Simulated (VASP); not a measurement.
A run of VASP 6.6.1 is set up as follows.

File INCAR:

```
SYSTEM = InSb3
ALGO = Normal ; EDIFF = 1E-7
ENCUT = 520 ; GGA = PE
ISIF = 2 ; ISMEAR = 0
LASPH = .TRUE. ; LCHARG = .FALSE.
LREAL = .FALSE. ; LWAVE = .FALSE.
NBANDS = 22 ; NELM = 60
PREC = Accurate ; SIGMA = 0.1
```

KPOINTS

```
k-points
0
G
  10 10 10
  0 0 0
```

POSCAR

```
InSb3
1.0
    0.0000000000      3.7518275179      3.7518275179
    3.7518275179      0.0000000000      3.7518275179
    3.7518275179      3.7518275179      0.0000000000
In Sb
1 3
Direct
    0.0000000000      0.0000000000      0.0000000000
    0.2500000000      0.2500000000      0.2500000000
    0.7500000000      0.7500000000      0.7500000000
    0.5000000000      0.5000000000      0.5000000000
```

Potentials or basis: VASP PAW PBE potentials, release 64 (In_d, Sb).

Run with:

```sh
$ cat potpaw_PBE.64/In_d/POTCAR potpaw_PBE.64/Sb/POTCAR > POTCAR
$ mpirun -np 1 vasp_std > vasp.out
```

Q: Predict the band gap on the k mesh.

A: Zero (band 14 reaches 9.56 eV, above the bottom of band 15 at 6.21 eV).

Q: What does it give for the pressure?

A: 1.7 GPa.

Caveat: spin-orbit coupling is left out, which moves the levels of the heavy elements.
